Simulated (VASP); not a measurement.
# GaP (I-4m2) in VASP: a series of runs

The runs below take GaP through single point, with PBE.

Everything below comes from runs of VASP 6.6.1. Logs are shortened: lines on timing, memory, paths and dates and some standing lists are left out, and cuts for length are marked.

## (1) The cell of the first run

Symmetry: I-4m2, No. 119, tetragonal system. The conventional cell has a = 3.962 Å, b = 3.962 Å, c = 5.455 Å, α = 90.00°, β = 90.00°, γ = 90.00°. Ga (site symmetry -4m2) has 4 P at 2.41 Å within 3.2 Å. Within 3.2 Å of P (site symmetry -4m2) lie 4 Ga at 2.41 Å.

## (2) Single point, PBE (21.41 Å³/atom)

Contents of INCAR:

```
ALGO = Normal
EDIFF = 1E-7
ENCUT = 520
GGA = PE
ISIF = 2
ISMEAR = 0
LASPH = True
LCHARG = False
LREAL = False
LWAVE = False
NBANDS = 16
NELM = 80
PREC = Accurate
SIGMA = 0.05
```

Contents of KPOINTS:

```
k-points
0
Gamma
  10 10 10
```

Contents of POSCAR:

```
GaP
1.0
    0.0000000000      2.7277173157      2.8016817130
    2.8016817130      0.0000000000      2.8016817130
    2.8016817130      2.7277173157      0.0000000000
Ga P
1 1
Direct
    0.0000000000      0.0000000000      0.0000000000
    0.7500000000      0.7500000000      0.7500000000
```

Potentials or basis: VASP PAW PBE potentials, release 64 (Ga_d, P).

Started as:

```bash
cat potpaw_PBE.64/Ga_d/POTCAR potpaw_PBE.64/P/POTCAR > POTCAR
mpirun -np 1 vasp_std > vasp.out
```

OUTCAR:

```text
EDIFF = 1E-7
   ENCUT = 520
   GGA = PE
   ISIF = 2
   ISMEAR = 0
   LASPH = True
   LREAL = False
   NELM = 80
   PREC = Accurate

 ion  position               nearest neighbor table
   1  0.000  0.000  0.000-   2 2.41   2 2.41   2 2.41   2 2.41
   2  0.750  0.750  0.750-   1 2.41   1 2.41   1 2.41   1 2.41

  LATTYP: Found a body centered tetragonal cell.
 ALAT       =     3.9621762760
 C/A-ratio  =     1.3768783243

  Lattice vectors:

 A1 = (   0.0000000000,  -2.7277173157,   2.8016817130)
 A2 = (   0.0000000000,  -2.7277173157,  -2.8016817130)
 A3 = (   2.8016817130,   2.7277173157,   0.0000000000)

Analysis of symmetry for initial positions (statically):
=====================================================================
 Subroutine PRICEL returns:
 Original cell was already a primitive cell.

 Routine SETGRP: Setting up the symmetry group for a
 body centered tetragonal supercell.

 Subroutine GETGRP returns: Found  8 space group operations
 (whereof  8 operations were pure point group operations)
 out of a pool of 16 trial point group operations.

The static configuration has the point symmetry D_2d.

Analysis of symmetry for dynamics (positions and initial velocities):
=====================================================================
 Subroutine PRICEL returns:
 Original cell was already a primitive cell.

 Routine SETGRP: Setting up the symmetry group for a
 body centered tetragonal supercell.

 Subroutine GETGRP returns: Found  8 space group operations
 (whereof  8 operations were pure point group operations)
 out of a pool of 16 trial point group operations.

The dynamic configuration has the point symmetry D_2d.

 Subroutine INISYM returns: Found  8 space group operations
 (whereof  8 operations are pure point group operations),
 and found     1 'primitive' translations

----------------------------------------------------------------------------------------

                                     Primitive cell

  volume of cell :      42.8220

  direct lattice vectors                    reciprocal lattice vectors
     0.000000000  2.727717316  2.801681713    -0.178464241  0.183303452  0.178464241
     2.801681713  0.000000000  2.801681713     0.178464241 -0.183303452  0.178464241
     2.801681713  2.727717316  0.000000000     0.178464241  0.183303452 -0.178464241

  length of vectors
     3.910225336  3.962176276  3.910225336     0.311928078  0.311928078  0.311928078

[... 79 lines left out ...]
   NELM   =     80;   NELMIN=  2; NELMDL= -5     # of ELM steps
   EDIFF  = 0.1E-06   stopping-criterion for ELM
   LREAL  =      F    real-space projection
   EDIFFG = 0.1E-05   stopping-criterion for IOM
   NSW    =      0    number of steps for IOM
   IBRION =     -1    ionic relax: 0-MD 1-quasi-New 2-CG
   NFREE  =      0    steps in history (QN), initial steepest desc. (CG)
   ISIF   =      2    stress and relaxation
   ISYM   =      2    0-nonsym 1-usesym 2-fastsym
   POTIM  = 0.5000    time-step for ionic-motion
   TEBEG  =    0.0;   TEEND  =   0.0 temperature during run
   PSTRESS=    0.0 pullay stress
   NELECT =      18.0000    total number of electrons
   NUPDOWN=      -1.0000    fix difference up-down
   EMIN   =  10.00;   EMAX   =-10.00  energy-range for DOS
   EFERMI =   0.00;   METHOD = LEGACY
   ISMEAR =     0;   SIGMA  =   0.05  broadening in eV -4-tet -1-fermi 0-gaus
   EFERMI_NEDOS =   21; number of points for ismear=-14 and -15
   IALGO  =     38    algorithm
   IMIX   =      4    mixing-type and parameters
     AMIX     =   0.40;   BMIX     =  1.00
     AMIX_MAG =   1.60;   BMIX_MAG =  1.00
  volume/ion in A,a.u.               =      21.41       144.49
  Fermi-wavevector in a.u.,A,eV,Ry     =   1.226338  2.317442 20.461852  1.503904
  Thomas-Fermi vector in A             =   2.361342
   LORBIT       =      0    0 simple, 1 ext, 2 COOP (PROOUT), +10 PAW based schemes
   GGA     = PE    functional components
   LHFCALC =     F    Hartree Fock is set to
   AEXX    =    0.0000 exact exchange contribution
   IVDW    =     0    specifies the selected vdW correction
   LEPSILON=     F    determine dielectric tensor
   LRPA    =     F    only Hartree local field effects (RPA)
 non-spin polarized calculation
 Gauss-broadening in eV      SIGMA  =   0.05
  energy-cutoff  :      520.00
  volume of cell :       42.82
 maximum number of plane-waves:      1187
 NGX is ok and might be reduce to    30
   NGX = 15   NGY = 15   NGZ = 15

 number of electron      18.0000009 magnetization

 Free energy of the ion-electron system (eV)
  ---------------------------------------------------
  ext. energy  EPLUGINS =         0.00000000
  ---------------------------------------------------
  free energy    TOTEN  =        -9.11670697 eV

  energy without entropy =       -9.11670697  energy(sigma->0) =       -9.11670697

 E-fermi :   4.4632     XC(G=0):  -9.5803

 val. band max:        4.1862686087   @ k =   0.0000   0.0000   0.0000
 cond. band min:       5.4559120384   @ k =   0.0000   0.0000   0.0000
 fundamental gap:      1.2696434296
 Fermi energy:         4.4632121582

 k-point     1 :       0.0000    0.0000    0.0000
  band No.  band energies     occupation
      1     -10.3749      2.00000
      2     -10.3749      2.00000
      3     -10.3670      2.00000
      4     -10.2915      2.00000
      5     -10.2862      2.00000
      6      -7.9869      2.00000
[... 433 lines left out ...]
      3     -10.3298      2.00000
      4     -10.3061      2.00000
      5     -10.2769      2.00000
      6      -6.1798      2.00000
[... 8 lines left out ...]
     15      15.7352      0.00000
     16      17.4061      0.00000

 [... further k-points ...]

------------------------ aborting loop because EDIFF is reached ----------------------------------------

  FORCE on cell =-STRESS in cart. coord.  units (eV):
  Direction    XX          YY          ZZ          XY          YZ          ZX
  --------------------------------------------------------------------------------------
  -------------------------------------------------------------------------------------
  Total       -0.6644142     -0.1705892     -0.6644142      0.0000000      0.0000000      0.0000000
  in kB      -24.8589358     -6.3825643    -24.8589358      0.0000000      0.0000000      0.0000000
  external PRESSURE =     -18.7001453 kB  Pullay stress =       0.0000000 kB

 VOLUME and BASIS-vectors are now :
 -----------------------------------------------------------------------------
  energy-cutoff  :      520.00
  volume of cell :       42.82
      direct lattice vectors                 reciprocal lattice vectors
     0.000000000  2.727717316  2.801681713    -0.178464241  0.183303452  0.178464241
     2.801681713  0.000000000  2.801681713     0.178464241 -0.183303452  0.178464241
     2.801681713  2.727717316  0.000000000     0.178464241  0.183303452 -0.178464241

 POSITION                                       TOTAL-FORCE (eV/Angst)
 -----------------------------------------------------------------------------------
      0.00000      0.00000      0.00000        -0.000000     -0.000000     -0.000000
      4.20252      4.09158      4.20252         0.000000      0.000000      0.000000
 -----------------------------------------------------------------------------------
    total drift:                               -0.000002     -0.000001     -0.000002

  FREE ENERGIE OF THE ION-ELECTRON SYSTEM (eV)
  ---------------------------------------------------
  free  energy   TOTEN  =        -9.1167069724 eV

  energy  without entropy=       -9.1167069724  energy(sigma->0) =       -9.11670697
```

Run time: 88 s. Hardware: 1 thread of AMD EPYC 7R13, shared host; peak memory 0.19 GiB.

What came out:

| Item | Value |
| --- | --- |
| Free energy | -9.1167 eV |
| Pressure | -1.9 GPa |
| Band gap on the k mesh | 1.27 eV |

A k mesh can miss the band edges. PBE gaps usually lie below the measured ones, often by a third to a half.

## (3) Single point, PBE (21.41 Å³/atom)

Contents of INCAR:

```
SYSTEM = GaP
PREC     = Accurate       ! precision mode
ENCUT    = 520            ! plane-wave cutoff, eV
EDIFF    = 1E-7           ! SCF threshold, eV
ISMEAR   = 0              ! smearing method
SIGMA    = 0.05           ! smearing width, eV
LREAL    = .FALSE.        ! projectors in reciprocal space
LASPH    = .TRUE.         ! aspherical terms in the spheres
NELM     = 100            ! most SCF steps
ALGO     = Normal         ! electronic algorithm
ISIF     = 2              ! what is computed and relaxed
LWAVE    = .FALSE.        ! write WAVECAR
LCHARG   = .FALSE.        ! write CHGCAR
GGA      = PE             ! functional
NBANDS   = 16             ! bands
```

Contents of KPOINTS:

```
Automatic mesh
0
G
  10 10 10
  0 0 0
```

Contents of POSCAR:

```
GaP
1.0
    0.0000000000      2.8775299024      2.7277750520
    2.7277750520      0.0000000000      2.7277750520
    2.7277750520      2.8775299024      0.0000000000
Ga P
1 1
Direct
    0.0000000000      0.0000000000      0.0000000000
    0.7500000000      0.7500000000      0.7500000000
```

Potentials or basis: VASP PAW PBE potentials, release 64 (Ga_d, P).

Started as:

```bash
cat potpaw_PBE.64/Ga_d/POTCAR potpaw_PBE.64/P/POTCAR > POTCAR
mpirun -np 1 vasp_std > vasp.out
```

OUTCAR:

```text
SYSTEM = GaP
   PREC = Accurate
   ENCUT = 520
   EDIFF = 1E-7
   ISMEAR = 0
   LREAL = .FALSE.
   LASPH = .TRUE.
   NELM = 100
   ISIF = 2
   GGA = PE

 ion  position               nearest neighbor table
   1  0.000  0.000  0.000-   2 2.41   2 2.41   2 2.41   2 2.41
   2  0.750  0.750  0.750-   1 2.41   1 2.41   1 2.41   1 2.41

  LATTYP: Found a body centered tetragonal cell.
 ALAT       =     3.8576564736
 C/A-ratio  =     1.4918538870

  Lattice vectors:

 A1 = (   0.0000000000,  -2.8775299024,   2.7277750520)
 A2 = (   0.0000000000,  -2.8775299024,  -2.7277750520)
 A3 = (   2.7277750520,   2.8775299024,   0.0000000000)

Analysis of symmetry for initial positions (statically):
=====================================================================
 Subroutine PRICEL returns:
 Original cell was already a primitive cell.

 Routine SETGRP: Setting up the symmetry group for a
 body centered tetragonal supercell.

 Subroutine GETGRP returns: Found  8 space group operations
 (whereof  8 operations were pure point group operations)
 out of a pool of 16 trial point group operations.

The static configuration has the point symmetry D_2d.

Analysis of symmetry for dynamics (positions and initial velocities):
=====================================================================
 Subroutine PRICEL returns:
 Original cell was already a primitive cell.

 Routine SETGRP: Setting up the symmetry group for a
 body centered tetragonal supercell.

 Subroutine GETGRP returns: Found  8 space group operations
 (whereof  8 operations were pure point group operations)
 out of a pool of 16 trial point group operations.

The dynamic configuration has the point symmetry D_2d.

 Subroutine INISYM returns: Found  8 space group operations
 (whereof  8 operations are pure point group operations),
 and found     1 'primitive' translations

----------------------------------------------------------------------------------------

                                     Primitive cell

[... 111 lines left out ...]
  volume/ion in A,a.u.               =      21.41       144.49
  Fermi-wavevector in a.u.,A,eV,Ry     =   1.226338  2.317442 20.461852  1.503904
  Thomas-Fermi vector in A             =   2.361342
   LORBIT       =      0    0 simple, 1 ext, 2 COOP (PROOUT), +10 PAW based schemes
   GGA     = PE    functional components
   LHFCALC =     F    Hartree Fock is set to
   AEXX    =    0.0000 exact exchange contribution
   IVDW    =     0    specifies the selected vdW correction
   LEPSILON=     F    determine dielectric tensor
   LRPA    =     F    only Hartree local field effects (RPA)
 non-spin polarized calculation
 Gauss-broadening in eV      SIGMA  =   0.05
  energy-cutoff  :      520.00
  volume of cell :       42.82
 maximum number of plane-waves:      1166
 NGX is ok and might be reduce to    30
   NGX = 15   NGY = 15   NGZ = 15

 number of electron      18.0000009 magnetization

 Free energy of the ion-electron system (eV)
  ---------------------------------------------------
  ext. energy  EPLUGINS =         0.00000000
  ---------------------------------------------------
  free energy    TOTEN  =        -9.10169389 eV

  energy without entropy =       -9.10169389  energy(sigma->0) =       -9.10169389

 E-fermi :   4.4133     XC(G=0):  -9.5827

 val. band max:        4.1992637333   @ k =   0.0000   0.0000   0.0000
 cond. band min:       5.4372481315   @ k =   0.0000   0.0000   0.0000
 fundamental gap:      1.2379843982
 Fermi energy:         4.4132854165

 k-point     1 :       0.0000    0.0000    0.0000
  band No.  band energies     occupation
      1     -10.3849      2.00000
      2     -10.3682      2.00000
      3     -10.3682      2.00000
      4     -10.2960      2.00000
      5     -10.2865      2.00000
      6      -7.9821      2.00000
[... 433 lines left out ...]
      3     -10.3328      2.00000
      4     -10.3159      2.00000
      5     -10.2725      2.00000
      6      -6.1043      2.00000
[... 8 lines left out ...]
     15      15.5850      0.00000
     16      17.5465      0.00000

 [... further k-points ...]

------------------------ aborting loop because EDIFF is reached ----------------------------------------

  FORCE on cell =-STRESS in cart. coord.  units (eV):
  Direction    XX          YY          ZZ          XY          YZ          ZX
  --------------------------------------------------------------------------------------
  -------------------------------------------------------------------------------------
  Total       -0.1319545     -1.2566842     -0.1319545      0.0000000     -0.0000000      0.0000000
  in kB       -4.9370517    -47.0186107     -4.9370517      0.0000000     -0.0000000      0.0000000
  external PRESSURE =     -18.9642380 kB  Pullay stress =       0.0000000 kB

 VOLUME and BASIS-vectors are now :
 -----------------------------------------------------------------------------
  energy-cutoff  :      520.00
  volume of cell :       42.82
      direct lattice vectors                 reciprocal lattice vectors
     0.000000000  2.877529902  2.727775052    -0.183299572  0.173760140  0.183299572
     2.727775052  0.000000000  2.727775052     0.183299572 -0.173760140  0.183299572
     2.727775052  2.877529902  0.000000000     0.183299572  0.173760140 -0.183299572

 POSITION                                       TOTAL-FORCE (eV/Angst)
 -----------------------------------------------------------------------------------
      0.00000      0.00000      0.00000        -0.000000      0.000000     -0.000000
      4.09166      4.31629      4.09166         0.000000     -0.000000      0.000000
 -----------------------------------------------------------------------------------
    total drift:                               -0.000001     -0.000003     -0.000002

  FREE ENERGIE OF THE ION-ELECTRON SYSTEM (eV)
  ---------------------------------------------------
  free  energy   TOTEN  =        -9.1016938916 eV

  energy  without entropy=       -9.1016938916  energy(sigma->0) =       -9.10169389
```

OSZICAR:

```text
N       E                     dE             d eps       ncg     rms          rms(c)
DAV:   1     0.806589309507E+02    0.80659E+02   -0.90607E+03  3376   0.159E+03
DAV:   2    -0.291615895519E+01   -0.83575E+02   -0.79352E+02  3728   0.308E+02
DAV:   3    -0.925037666471E+01   -0.63342E+01   -0.63116E+01  4000   0.658E+01
DAV:   4    -0.935429955030E+01   -0.10392E+00   -0.10389E+00  4224   0.913E+00
DAV:   5    -0.935635833654E+01   -0.20588E-02   -0.20587E-02  4144   0.111E+00    0.399E+00
DAV:   6    -0.912361890478E+01    0.23274E+00   -0.37919E-01  5056   0.984E+00    0.261E+00
DAV:   7    -0.910082663056E+01    0.22792E-01   -0.85235E-02  4304   0.189E+00    0.107E+00
DAV:   8    -0.910113639584E+01   -0.30977E-03   -0.12393E-02  3960   0.131E+00    0.156E-01
DAV:   9    -0.910154013525E+01   -0.40374E-03   -0.12651E-03  4168   0.502E-01    0.837E-02
DAV:  10    -0.910161888861E+01   -0.78753E-04   -0.10970E-04  4896   0.102E-01    0.428E-02
DAV:  11    -0.910169395406E+01   -0.75065E-04   -0.10509E-04  3960   0.849E-02    0.525E-03
DAV:  12    -0.910169354807E+01    0.40600E-06   -0.30524E-06  4008   0.218E-02    0.253E-03
DAV:  13    -0.910169385188E+01   -0.30381E-06   -0.82073E-07  4456   0.735E-03    0.191E-03
DAV:  14    -0.910169389164E+01   -0.39757E-07   -0.32906E-08  3232   0.149E-03
   1 F= -.91016939E+01 E0= -.91016939E+01  d E =-.622628E-12
```

Wall time 95 s (1 thread of AMD EPYC 7R13, shared host); peak memory 0.19 GiB.

What came out:

- Free energy: -9.1017 eV
- Pressure: -1.9 GPa
- Band gap on the k mesh: 1.24 eV

A k mesh can miss the band edges. Expect the measured gap to be larger: semilocal functionals such as PBE lack the derivative discontinuity.
